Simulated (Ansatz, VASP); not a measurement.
**Ta in VASP and in Ansatz**

```
Ta
1.0
     2.20732    0.00000    0.00000
     0.00000    2.20732    0.00000
     0.00000    0.00000    2.20732
Ta
1
Direct
  0.00000 0.00000 0.00000
```

Change from the starting cell: volume scaled by 0.52, LAPW.

Alike in both runs: task single point; functional PBE; k mesh 14 × 14 × 14; occupations fermi-dirac, width 0.08 eV; no spin polarisation.

```csv
,VASP,Ansatz
version,VASP 6.6.1,Ansatz 0.2.0
potentials or method,"VASP PAW PBE potentials, release 64 (Ta_pv), cutoff 520 eV","all-electron LAPW, scalar-relativistic"
```

|  | VASP | Ansatz | Ansatz less VASP |
| --- | --- | --- | --- |
| pressure (GPa) | 349.2 | 337.1 | -12.05 |

Both programs put the cell under a high pressure, so it lies far from rest at this level. Ansatz ran all-electron here, and VASP with PAW potentials.

Spin-orbit coupling is off throughout. Noted on VASP's run: the cell as given lies far from equilibrium.
